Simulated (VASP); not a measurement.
# Mo3H (I4/mcm) in VASP: single point with PBE

Aim: the single point of Mo3H with PBE.

Program: VASP 6.6.1. These are calculated values, not measurements. Logs are shortened: lines on timing, memory, paths and dates and some standing lists are left out, and cuts for length are marked.

## (1) The cell of the first run

The structure is tetragonal, space group I4/mcm (No. 140). Conventional cell: a = 5.210 Å, b = 5.210 Å, c = 7.991 Å, α = 90.00°, β = 90.00°, γ = 90.00°. Within 3.3 Å of H (site symmetry -42m) lie 12 Mo at 2.53 to 2.92 Å. Within 3.3 Å of Mo (site symmetry m2m) lie 4 H at 2.53 to 2.92 Å and 9 Mo at 2.64 to 3.11 Å. Mo (site symmetry 422) has 4 H at 2.61 Å and 8 Mo at 2.73 Å within 3.4 Å.

The cell was generated, and may not be a known phase.

## (2) Single point, PBE

Input file INCAR:

```
PREC     = Accurate       # precision mode
ENCUT    = 520            # plane-wave cutoff, eV
EDIFF    = 1E-7           # SCF threshold, eV
ISMEAR   = 0              # smearing method
SIGMA    = 0.2            # smearing width, eV
LREAL    = False          # projectors in reciprocal space
LASPH    = True           # aspherical terms in the spheres
NELM     = 100            # most SCF steps
ALGO     = Normal         # electronic algorithm
ISIF     = 2              # what is computed and relaxed
LWAVE    = False          # write WAVECAR
LCHARG   = False          # write CHGCAR
GGA      = PE             # functional
NBANDS   = 53             # bands
```

Input file KPOINTS:

```
Automatic mesh
0
Gamma
  4 4 4
```

Input file POSCAR:

```
Mo3H
1.0
   -2.6051484995      2.6051484995      3.9954217117
    2.6051484995     -2.6051484995      3.9954217117
    2.6051484995      2.6051484995     -3.9954217117
H Mo
2 6
Direct
    0.2500000000      0.7500000000      0.5000000000
    0.7500000000      0.2500000000      0.5000000000
    0.2890923779      0.2109076221      0.5000000000
    0.2109076221      0.7109076221      0.9218152442
    0.7890923779      0.2890923779      0.0781847558
    0.7109076221      0.7890923779      0.5000000000
    0.2500000000      0.2500000000      0.0000000000
    0.7500000000      0.7500000000      0.0000000000
```

Potentials or basis: VASP PAW PBE potentials, release 64 (H, Mo_sv).

The run is started by

```
$ cat potpaw_PBE.64/H/POTCAR potpaw_PBE.64/Mo_sv/POTCAR > POTCAR
$ mpirun -np 1 vasp_std > vasp.out
```

OUTCAR:

```text
PREC = Accurate
   ENCUT = 520
   EDIFF = 1E-7
   ISMEAR = 0
   LREAL = False
   LASPH = True
   NELM = 100
   ISIF = 2
   GGA = PE

 ion  position               nearest neighbor table
   1  0.250  0.750  0.500-
   2  0.750  0.250  0.500-
   3  0.289  0.211  0.500-   4 2.64   5 2.64   4 2.64   5 2.64   7 2.73   8 2.73   7 2.73   8 2.73
                             6 3.11
   4  0.211  0.711  0.922-   3 2.64   6 2.64   3 2.64   6 2.64   8 2.73   7 2.73   7 2.73   8 2.73
                             5 3.11
   5  0.789  0.289  0.078-   3 2.64   6 2.64   6 2.64   3 2.64   7 2.73   8 2.73   7 2.73   8 2.73
                             4 3.11
   6  0.711  0.789  0.500-   4 2.64   5 2.64   5 2.64   4 2.64   8 2.73   7 2.73   7 2.73   8 2.73
                             3 3.11
   7  0.250  0.250  0.000-   5 2.73   4 2.73   3 2.73   3 2.73   6 2.73   6 2.73   5 2.73   4 2.73

   8  0.750  0.750  0.000-   5 2.73   4 2.73   6 2.73   6 2.73   3 2.73   3 2.73   4 2.73   5 2.73

  LATTYP: Found a body centered tetragonal cell.
 ALAT       =     5.2102969990
 C/A-ratio  =     1.5336637096

  Lattice vectors:

 A1 = (  -2.6051484995,   2.6051484995,   3.9954217117)
 A2 = (   2.6051484995,  -2.6051484995,   3.9954217117)
 A3 = (   2.6051484995,   2.6051484995,  -3.9954217117)

Analysis of symmetry for initial positions (statically):
=====================================================================
 Subroutine PRICEL returns:
 Original cell was already a primitive cell.

 Routine SETGRP: Setting up the symmetry group for a
 body centered tetragonal supercell.

 Subroutine GETGRP returns: Found 16 space group operations
 (whereof  8 operations were pure point group operations)
 out of a pool of 16 trial point group operations.

The static configuration has the point symmetry C_4h.
 The point group associated with its full space group is D_4h.

Analysis of symmetry for dynamics (positions and initial velocities):
=====================================================================
 Subroutine PRICEL returns:
 Original cell was already a primitive cell.

 Routine SETGRP: Setting up the symmetry group for a
 body centered tetragonal supercell.

[... 104 lines left out ...]
   NELM   =    100;   NELMIN=  2; NELMDL= -5     # of ELM steps
   EDIFF  = 0.1E-06   stopping-criterion for ELM
   LREAL  =      F    real-space projection
   EDIFFG = 0.1E-05   stopping-criterion for IOM
   NSW    =      0    number of steps for IOM
   IBRION =     -1    ionic relax: 0-MD 1-quasi-New 2-CG
   NFREE  =      0    steps in history (QN), initial steepest desc. (CG)
   ISIF   =      2    stress and relaxation
   ISYM   =      2    0-nonsym 1-usesym 2-fastsym
   POTIM  = 0.5000    time-step for ionic-motion
   TEBEG  =    0.0;   TEEND  =   0.0 temperature during run
   PSTRESS=    0.0 pullay stress
   NELECT =      86.0000    total number of electrons
   NUPDOWN=      -1.0000    fix difference up-down
   EMIN   =  10.00;   EMAX   =-10.00  energy-range for DOS
   EFERMI =   0.00;   METHOD = LEGACY
   ISMEAR =     0;   SIGMA  =   0.20  broadening in eV -4-tet -1-fermi 0-gaus
   EFERMI_NEDOS =   21; number of points for ismear=-14 and -15
   IALGO  =     38    algorithm
   IMIX   =      4    mixing-type and parameters
     AMIX     =   0.40;   BMIX     =  1.00
     AMIX_MAG =   1.60;   BMIX_MAG =  1.00
  volume/ion in A,a.u.               =      13.56        91.49
  Fermi-wavevector in a.u.,A,eV,Ry     =   1.515230  2.863369 31.237899  2.295921
  Thomas-Fermi vector in A             =   2.624781
   LORBIT       =      0    0 simple, 1 ext, 2 COOP (PROOUT), +10 PAW based schemes
   GGA     = PE    functional components
   LHFCALC =     F    Hartree Fock is set to
   AEXX    =    0.0000 exact exchange contribution
   IVDW    =     0    specifies the selected vdW correction
   LEPSILON=     F    determine dielectric tensor
   LRPA    =     F    only Hartree local field effects (RPA)
 non-spin polarized calculation
 Gauss-broadening in eV      SIGMA  =   0.20
  energy-cutoff  :      520.00
  volume of cell :      108.46
 maximum number of plane-waves:      2970
   NGX = 21   NGY = 21   NGZ = 21

 number of electron      85.9999987 magnetization

 Free energy of the ion-electron system (eV)
  ---------------------------------------------------
  ext. energy  EPLUGINS =         0.00000000
  ---------------------------------------------------
  free energy    TOTEN  =       -65.25829181 eV

  energy without entropy =      -65.15171209  energy(sigma->0) =      -65.20500195

 E-fermi :  10.7301     XC(G=0): -12.6803

 val. band max:       10.6584185339   @ k =  -0.2500  -0.2500   0.2500
 cond. band min:      10.7386782426   @ k =   0.5000   0.5000   0.2500
 fundamental gap:      0.0802597088
 Fermi energy:        10.7301272155

 k-point     1 :       0.0000    0.0000    0.0000
  band No.  band energies     occupation
      1     -50.3051      2.00000
      2     -50.0628      2.00000
      3     -50.0200      2.00000
      4     -50.0200      2.00000
      5     -49.9618      2.00000
      6     -49.8667      2.00000
[... 717 lines left out ...]
     52      12.5434      0.00000
     53      12.5844      0.00000

------------------------ aborting loop because EDIFF is reached ----------------------------------------

  FORCE on cell =-STRESS in cart. coord.  units (eV):
  Direction    XX          YY          ZZ          XY          YZ          ZX
  --------------------------------------------------------------------------------------
  -------------------------------------------------------------------------------------
  Total        0.3175549      0.3175549      0.6310130      0.0000000      0.0000000      0.0000000
  in kB        4.6907442      4.6907442      9.3209745      0.0000000      0.0000000      0.0000000
  external PRESSURE =       6.2341543 kB  Pullay stress =       0.0000000 kB

 VOLUME and BASIS-vectors are now :
 -----------------------------------------------------------------------------
  energy-cutoff  :      520.00
  volume of cell :      108.46
      direct lattice vectors                 reciprocal lattice vectors
    -2.605148499  2.605148499  3.995421712     0.000000000  0.191927639  0.125143235
     2.605148499 -2.605148499  3.995421712     0.191927639  0.000000000  0.125143235
     2.605148499  2.605148499 -3.995421712     0.191927639  0.191927639  0.000000000

 POSITION                                       TOTAL-FORCE (eV/Angst)
 -----------------------------------------------------------------------------------
      2.60515      0.00000      1.99771         0.000000      0.000000     -0.000000
      0.00000      2.60515      1.99771         0.000000      0.000000     -0.000000
      1.09889      1.50626      0.00000         0.004097     -0.004097     -0.000000
      3.70404      1.09889      0.00000         0.004097      0.004097     -0.000000
     -1.09889      1.50626      3.99542        -0.004097     -0.004097      0.000000
      1.50626      1.09889      3.99542        -0.004097      0.004097     -0.000000
      0.00000      0.00000      1.99771         0.000000     -0.000000     -0.000000
      0.00000      0.00000      5.99313         0.000000      0.000000     -0.000000
 -----------------------------------------------------------------------------------
    total drift:                               -0.000000     -0.000000      0.000000

  FREE ENERGIE OF THE ION-ELECTRON SYSTEM (eV)
  ---------------------------------------------------
  free  energy   TOTEN  =       -65.2582918147 eV

  energy  without entropy=      -65.1517120890  energy(sigma->0) =      -65.20500195
```

It took 47 s on 1 thread of Intel Xeon 6975P-C (Granite Rapids), shared host; peak memory 0.26 GiB.

What came out:

```
Free energy            : -65.2583 eV
Pressure               : 0.6 GPa
Largest force          : 0.006 eV/Å
Band gap on the k mesh : zero (bands 43 and 44 overlap by 1.33 eV)
```

Forces in eV/Å, atoms in the order of the input:
```
H    0.000  0.000  0.000
H    0.000  0.000  0.000
Mo   0.004 -0.004  0.000
Mo   0.004  0.004  0.000
Mo  -0.004 -0.004  0.000
Mo  -0.004  0.004  0.000
Mo   0.000  0.000  0.000
Mo   0.000  0.000  0.000
```

Levels at points of the mesh, in eV from the Fermi level:
```
           k point  band 41  band 42  band 43  band 44  band 45  band 46
(0.00, 0.00, 0.00)     0.96     0.96     0.97     1.05     1.24     1.42
(0.50, 0.00, 0.00)    -0.61    -0.61     0.01     0.01     0.80     0.80
(0.50, 0.50, 0.00)    -0.56    -0.43    -0.35     0.23     0.27     0.38
(0.50, 0.50, 0.50)    -1.02    -0.45    -0.19    -0.19    -0.15    -0.13
```

The gap in the log of VASP goes by the Fermi energy; the results here count the filled bands.